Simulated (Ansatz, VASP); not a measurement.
One calculation of Ag, two programs

```xyz
1
Lattice="0.0000 2.1453 2.0942 2.1453 0.0000 2.0942 2.1453 2.1453 0.0000" Properties=species:S:1:pos:R:3 pbc="T T T"
Ag    0.0000    0.0000    0.0000
```

Change from the starting cell: strain +0.050 along x and y, +0.025 along z, atoms carried along.

Alike in both runs: task single point; functional PBEsol; k mesh 20 × 20 × 20; occupations gaussian, width 0.15 eV; no spin polarisation.

```csv
,VASP,Ansatz
version,VASP 6.6.1,Ansatz 0.2.0
potentials or method,"VASP PAW PBE potentials, release 64 (Ag), cutoff 520 eV","scalar-relativistic, plane waves, PAW"
valence electrons in the cell,11,19
```

VASP gave:

```
gap on the k mesh at the Fermi level (eV)                     : none
pressure (GPa)                                                : -11.5
traceless stress, the component that is largest in VASP (GPa) : 0.37
```

Q: Which values does Ansatz return?

A: gap on the k mesh at the Fermi level (eV): none; pressure (GPa): -11.4; traceless stress, the component that is largest in VASP (GPa): 0.37.

VASP's potentials were made for PBE, not for PBEsol. A gap of «none» marks a metal or a gap that the smearing closes. VASP's potentials hold 11 valence electrons a cell and Ansatz's 19, so a difference there can come from the potentials and not from the codes.
